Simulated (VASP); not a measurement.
# Ge in VASP: a series of runs

The runs below take Ge through single point, with PBE.

Everything below comes from runs of VASP 6.6.1. Logs are shortened: lines on timing, memory, paths and dates and some standing lists are left out, and cuts for length are marked.

## 1. The cell of the first run

The cell holds a sheet with vacuum, 4 atoms: a = 5.381 Å, b = 5.381 Å, c = 26.158 Å, α = 90.00°, β = 90.00°, γ = 120.00°.

The cell was built from a structure type or drawn by symmetry, and may not be a known phase.

## 2. Single point, PBE

Input file INCAR:

```
SYSTEM = Ge
  PREC = Accurate
  ENCUT = 520
  EDIFF = 1E-6
  ISMEAR = 0
  SIGMA = 0.1
  LREAL = .FALSE.
  LASPH = .TRUE.
  NELM = 60
  ALGO = Normal
  ISIF = 2
  LWAVE = .FALSE.
  LCHARG = .FALSE.
  LDIPOL = .TRUE.
  IDIPOL = 3
  DIPOL = 0.5 0.5 0.290
  GGA = PE
  NBANDS = 36
```

Input file KPOINTS:

```
Automatic mesh
0
G
  12 12 1
  0 0 0
```

Input file POSCAR:

```
Ge
1.0
    5.3805474443     -0.0000002661      0.0000000000
   -2.6902734917      4.6596909061      0.0000000000
    0.0000000000      0.0000000000     26.1575010260
Ge
4
Direct
    0.5000000000      0.0000000000      0.2800340647
    0.0000000000      0.5000000000      0.2800340647
    0.5000000000      0.5000000000      0.2800340647
    0.0000000000      0.0000000000      0.3194711793
```

Potentials or basis: VASP PAW PBE potentials, release 64 (Ge_d).

On the command line:

```
$ cat potpaw_PBE.64/Ge_d/POTCAR > POTCAR
$ mpirun -np 1 vasp_std > vasp.out
```

OUTCAR:

```text
SYSTEM = Ge
   PREC = Accurate
   ENCUT = 520
   EDIFF = 1E-6
   ISMEAR = 0
   LREAL = .FALSE.
   LASPH = .TRUE.
   NELM = 60
   ISIF = 2
   GGA = PE

 ion  position               nearest neighbor table
   1  0.500  0.000  0.280-   3 2.69   3 2.69   2 2.69   2 2.69   4 2.88   4 2.88
   2  0.000  0.500  0.280-   3 2.69   3 2.69   1 2.69   1 2.69   4 2.88   4 2.88
   3  0.500  0.500  0.280-   2 2.69   2 2.69   1 2.69   1 2.69   4 2.88   4 2.88
   4  0.000  0.000  0.319-   1 2.88   1 2.88   2 2.88   2 2.88   3 2.88   3 2.88

  LATTYP: Found a hexagonal cell.
 ALAT       =     5.3805474443
 C/A-ratio  =     4.8614943548

  Lattice vectors:

 A1 = (   5.3805474443,  -0.0000002661,   0.0000000000)
 A2 = (  -2.6902734917,   4.6596909061,   0.0000000000)
 A3 = (   0.0000000000,   0.0000000000,  26.1575010260)

Analysis of symmetry for initial positions (statically):
=====================================================================
 Subroutine PRICEL returns:
 Original cell was already a primitive cell.

 Routine SETGRP: Setting up the symmetry group for a
 hexagonal supercell.

 Subroutine GETGRP returns: Found 12 space group operations
 (whereof 12 operations were pure point group operations)
 out of a pool of 24 trial point group operations.

The static configuration has the point symmetry C_6v.

Analysis of symmetry for dynamics (positions and initial velocities):
=====================================================================
 Subroutine PRICEL returns:
 Original cell was already a primitive cell.

 Routine SETGRP: Setting up the symmetry group for a
 hexagonal supercell.

 Subroutine GETGRP returns: Found 12 space group operations
 (whereof 12 operations were pure point group operations)
 out of a pool of 24 trial point group operations.

The dynamic configuration has the point symmetry C_6v.

 Subroutine INISYM returns: Found 12 space group operations
 (whereof 12 operations are pure point group operations),
 and found     1 'primitive' translations

----------------------------------------------------------------------------------------

                                     Primitive cell

  volume of cell :     655.8127

  direct lattice vectors                    reciprocal lattice vectors
     5.380547444 -0.000000266  0.000000000     0.185854700  0.107303249  0.000000000
[... 88 lines left out ...]
   IBRION =     -1    ionic relax: 0-MD 1-quasi-New 2-CG
   NFREE  =      0    steps in history (QN), initial steepest desc. (CG)
   ISIF   =      2    stress and relaxation
   ISYM   =      2    0-nonsym 1-usesym 2-fastsym
   POTIM  = 0.5000    time-step for ionic-motion
   TEBEG  =    0.0;   TEEND  =   0.0 temperature during run
   PSTRESS=    0.0 pullay stress
   NELECT =      56.0000    total number of electrons
   NUPDOWN=      -1.0000    fix difference up-down
   EMIN   =  10.00;   EMAX   =-10.00  energy-range for DOS
   EFERMI =   0.00;   METHOD = LEGACY
   ISMEAR =     0;   SIGMA  =   0.10  broadening in eV -4-tet -1-fermi 0-gaus
   EFERMI_NEDOS =   21; number of points for ismear=-14 and -15
   IALGO  =     38    algorithm
   IMIX   =      4    mixing-type and parameters
     AMIX     =   0.40;   BMIX     =  1.00
     AMIX_MAG =   1.60;   BMIX_MAG =  1.00
  volume/ion in A,a.u.               =     163.95      1106.41
  Fermi-wavevector in a.u.,A,eV,Ry     =   0.720904  1.362311  7.070987  0.519703
  Thomas-Fermi vector in A             =   1.810476
   LORBIT       =      0    0 simple, 1 ext, 2 COOP (PROOUT), +10 PAW based schemes
   GGA     = PE    functional components
   LHFCALC =     F    Hartree Fock is set to
   AEXX    =    0.0000 exact exchange contribution
   IVDW    =     0    specifies the selected vdW correction
   LEPSILON=     F    determine dielectric tensor
   LRPA    =     F    only Hartree local field effects (RPA)
 non-spin polarized calculation
 Gauss-broadening in eV      SIGMA  =   0.10
  energy-cutoff  :      520.00
  volume of cell :      655.81
 maximum number of plane-waves:     17722
   NGX = 21   NGY = 21   NGZ = 97

 number of electron      56.0000001 magnetization

 dipolmoment           0.000000      0.000000     -0.024933 electrons x Angstroem

 Free energy of the ion-electron system (eV)
  ---------------------------------------------------
  ext. energy  EPLUGINS =         0.00000000
  ---------------------------------------------------
  free energy    TOTEN  =       -15.20216758 eV

  energy without entropy =      -15.19491885  energy(sigma->0) =      -15.19854321

 E-fermi :  -3.0110     XC(G=0):  -1.9096

 val. band max:       -3.0962810603   @ k =   0.3333   0.0833   0.0000
 cond. band min:      -2.9789904585   @ k =   0.2500   0.0000   0.0000
 fundamental gap:      0.1172906019
 Fermi energy:        -3.0110048014

 k-point     1 :       0.0000    0.0000    0.0000
  band No.  band energies     occupation
      1     -27.8914      2.00000
      2     -27.8826      2.00000
      3     -27.8826      2.00000
      4     -27.8690      2.00000
      5     -27.8690      2.00000
      6     -27.8086      2.00000
[... 730 lines left out ...]
     35       1.3828      0.00000
     36       1.9452      0.00000

------------------------ aborting loop because EDIFF is reached ----------------------------------------

 vacuum level on the upper side and lower side of the slab       (xc-potential included)        -0.093         0.083

  FORCE on cell =-STRESS in cart. coord.  units (eV):
  Direction    XX          YY          ZZ          XY          YZ          ZX
  --------------------------------------------------------------------------------------
  -------------------------------------------------------------------------------------
  Total        0.0151170      0.0151170     -0.0206577      0.0000000      0.0000000     -0.0000000
  in kB        0.0369314      0.0369314     -0.0504677      0.0000000      0.0000000     -0.0000000
  external PRESSURE =       0.0077984 kB  Pullay stress =       0.0000000 kB

 VOLUME and BASIS-vectors are now :
 -----------------------------------------------------------------------------
  energy-cutoff  :      520.00
  volume of cell :      655.81
      direct lattice vectors                 reciprocal lattice vectors
     5.380547444 -0.000000266  0.000000000     0.185854700  0.107303249  0.000000000
    -2.690273492  4.659690906  0.000000000     0.000000011  0.214606515  0.000000000
     0.000000000  0.000000000 26.157501026     0.000000000  0.000000000  0.038229952

 POSITION                                       TOTAL-FORCE (eV/Angst)
 -----------------------------------------------------------------------------------
      2.69027     -0.00000      7.32499         0.000000     -0.000000     -0.003475
     -1.34514      2.32985      7.32499        -0.000000      0.000000     -0.003475
      1.34514      2.32985      7.32499        -0.000000     -0.000000     -0.003475
      0.00000      0.00000      8.35657         0.000000     -0.000000      0.010426
 -----------------------------------------------------------------------------------
    total drift:                               -0.000001     -0.000001     -0.006575

  FREE ENERGIE OF THE ION-ELECTRON SYSTEM (eV)
  ---------------------------------------------------
  free  energy   TOTEN  =       -15.2021675760 eV

  energy  without entropy=      -15.1949188521  energy(sigma->0) =      -15.19854321

 vacuum level on the upper side and lower side of the slab         1.192         1.372
```

OSZICAR:

```text
N       E                     dE             d eps       ncg     rms          rms(c)
DAV:   1     0.356753351963E+03    0.35675E+03   -0.27984E+04  1612   0.166E+03
DAV:   2     0.312685513782E+02   -0.32548E+03   -0.32001E+03  1824   0.333E+02
DAV:   3    -0.135395534725E+02   -0.44808E+02   -0.44506E+02  2100   0.144E+02
[... 13 lines left out ...]
DAV:  17    -0.152020907961E+02   -0.10900E-03   -0.67980E-06  1024   0.126E-02    0.101E-03
DAV:  18    -0.152021350260E+02   -0.44230E-04   -0.19344E-06  1136   0.504E-03    0.585E-04
DAV:  19    -0.152021583431E+02   -0.23317E-04   -0.10079E-06  1068   0.904E-03    0.220E-04
DAV:  20    -0.152021644767E+02   -0.61336E-05   -0.18562E-07  1112   0.348E-03    0.148E-04
DAV:  21    -0.152021672020E+02   -0.27253E-05   -0.65777E-08  1052   0.165E-03    0.720E-05
DAV:  22    -0.152021675760E+02   -0.37400E-06   -0.84818E-09   988   0.162E-03
   1 F= -.15202168E+02 E0= -.15198543E+02  d E =-.724872E-02
```

stdout:

```text
POSCAR found type information on POSCAR Ge
 POSCAR found :  1 types and       4 ions
 scaLAPACK will be used
 LDA part: xc-table for (Slater+PW92), standard interpolation
 POSCAR, INCAR and KPOINTS ok, starting setup
 FFT: planning ... GRIDC
 FFT: planning ... GRID_SOFT
 FFT: planning ... GRID
 WAVECAR not read
 entering main loop
```

Wall time 20 min (1 thread of Intel Xeon 8259CL, shared host); peak memory 0.82 GiB.

What came out:

```yaml
Free_energy: -15.2022 eV
Largest_force: 0.010 eV/Å
Band_gap_on_the_k_mesh: zero (bands 28 and 29 overlap by 1.25 eV)
```

Forces in eV/Å, atoms in the order of the input:
```
Ge   0.000  0.000 -0.003
Ge   0.000  0.000 -0.003
Ge   0.000  0.000 -0.003
Ge   0.000  0.000  0.010
```

Levels at points of the mesh, in eV from the Fermi level:
| k point | band 24 | band 25 | band 26 | band 27 | band 28 | band 29 | band 30 | band 31 | band 32 | band 33 |
| --- | --- | --- | --- | --- | --- | --- | --- | --- | --- | --- |
| (0.00, 0.00, 0.00) | -5.61 | -4.64 | -3.84 | -3.84 | -2.09 | 0.39 | 2.16 | 2.16 | 3.25 | 3.25 |
| (0.50, 0.00, 0.00) | -6.62 | -2.45 | -2.02 | -0.42 | 0.09 | 1.01 | 1.18 | 1.42 | 1.75 | 3.48 |

## 3. Single point, PBE

This run uses another cell than the first one.

Input file INCAR:

```
SYSTEM = Ge
ALGO = Normal
DIPOL = 0.5 0.5 0.506
EDIFF = 1E-6
ENCUT = 520
GGA = PE
IDIPOL = 3
ISIF = 2
ISMEAR = 0
LASPH = .TRUE.
LCHARG = .FALSE.
LDIPOL = .TRUE.
LREAL = .FALSE.
LWAVE = .FALSE.
NBANDS = 36
NELM = 80
PREC = Accurate
SIGMA = 0.1
```

Input file KPOINTS:

```
k-points
0
G
  3 3 1
  0 0 0
```

Input file POSCAR:

```
Ge
1.0
    5.8361510000      0.0000000000      0.0000000000
   -2.9180750000      5.0542550000      0.0000000000
    0.0000000000      0.0000000000     15.0000000000
Ge
4
Direct
    0.5000000000      0.0000000000      0.5110513900
    0.0000000000      0.5000000000      0.5110513900
    0.5000000000      0.5000000000      0.5110513900
    0.0000000000      0.0000000000      0.4889486100
```

Potentials or basis: VASP PAW PBE potentials, release 64 (Ge_d).

On the command line:

```
$ cat potpaw_PBE.64/Ge_d/POTCAR > POTCAR
$ mpirun -np 1 vasp_std > vasp.out
```

Run time: 51 s. Hardware: 1 thread of Intel Xeon 6975P-C (Granite Rapids), shared host; peak memory 0.49 GiB.

Results (log left out):

* Free energy: -14.8579 eV
* Largest force: 0.508 eV/Å
* Band gap on the k mesh: zero (bands 28 and 29 overlap by 0.34 eV)

Forces on the atoms (eV/Å):
```
Ge   0.000  0.000 -0.169
Ge   0.000  0.000 -0.169
Ge   0.000  0.000 -0.169
Ge   0.000  0.000  0.508
```

Levels at points of the mesh, in eV from the Fermi level:
| k point | band 25 | band 26 | band 27 | band 28 | band 29 | band 30 | band 31 | band 32 |
| --- | --- | --- | --- | --- | --- | --- | --- | --- |
| (0.00, 0.00, 0.00) | -3.58 | -3.54 | -3.54 | -2.10 | 1.73 | 2.00 | 2.00 | 3.46 |

Caveat: the k points lie up to 0.41 Å⁻¹ apart.

## 4. Single point, PBE

This run uses another cell than the first one.

Input file INCAR:

```
SYSTEM = Ge
ALGO = Normal ; DIPOL = 0.5 0.5 0.310
EDIFF = 1E-7 ; ENCUT = 520
GGA = PE ; IDIPOL = 3
ISIF = 2 ; ISMEAR = 0
LASPH = .True. ; LCHARG = .False.
LDIPOL = .True. ; LREAL = .False.
LWAVE = .False. ; NBANDS = 36
NELM = 80 ; PREC = Accurate
SIGMA = 0.1
```

Input file KPOINTS:

```
k-points
0
Gamma
  3 3 1
  0 0 0
```

Input file POSCAR:

```
Ge
1.0
    5.4019898724     -0.0000002672      0.0000000000
   -2.7009947048      4.6782605940      0.0000000000
    0.0000000000      0.0000000000     24.4630834000
Ge
4
Direct
    0.5000000000      0.0000000000      0.3025648749
    0.0000000000      0.5000000000      0.3025648749
    0.5000000000      0.5000000000      0.3025648749
    0.0000000000      0.0000000000      0.3321957524
```

On the command line:

```
$ cat potpaw_PBE.64/Ge_d/POTCAR > POTCAR
$ mpirun -np 1 vasp_std > vasp.out
```

It took 89 s on 1 thread of Intel Xeon 6975P-C (Granite Rapids), shared host; peak memory 0.6 GiB.

Results (log left out):

```yaml
Free_energy: -15.4337 eV
Largest_force: 0.006 eV/Å
Band_gap_on_the_k_mesh: zero (bands 28 and 29 overlap by 0.35 eV)
```

Forces in eV/Å, atoms in the order of the input:
```
Ge   0.000  0.000 -0.002
Ge   0.000  0.000 -0.002
Ge   0.000  0.000 -0.002
Ge   0.000  0.000  0.006
```

Levels at points of the mesh, in eV from the Fermi level:
| k point | band 26 | band 27 | band 28 | band 29 | band 30 | band 31 |
| --- | --- | --- | --- | --- | --- | --- |
| (0.00, 0.00, 0.00) | -3.75 | -3.75 | -1.98 | 1.49 | 2.66 | 2.66 |

Caveat: the k points lie up to 0.45 Å⁻¹ apart.

## 5. Overview

| cell | k mesh | gap on the mesh (eV) | largest force (eV/Å) |
| --- | --- | --- | --- |
| a = 5.381, b = 5.381, c = 26.158 Å, angles 90.0, 90.0, 120.0°, 4 atoms, atomic positions A | 12 × 12 × 1 | none | 0.01 |
| a = 5.836, b = 5.836, c = 15.000 Å, angles 90.0, 90.0, 120.0°, 4 atoms, atomic positions B | 3 × 3 × 1 | none | 0.51 |
| a = 5.402, b = 5.402, c = 24.463 Å, angles 90.0, 90.0, 120.0°, 4 atoms, atomic positions C | 3 × 3 × 1 | none | 0.01 |

Alike in all rows: task single point; level PBE; potentials or basis VASP PAW PBE potentials, release 64 (Ge_d); no spin polarisation; cutoff (eV) 520; smearing gaussian 0.1 eV.

Caveats: some runs use coarse meshes.

Absolute energies hang on the potentials; compare differences alone.
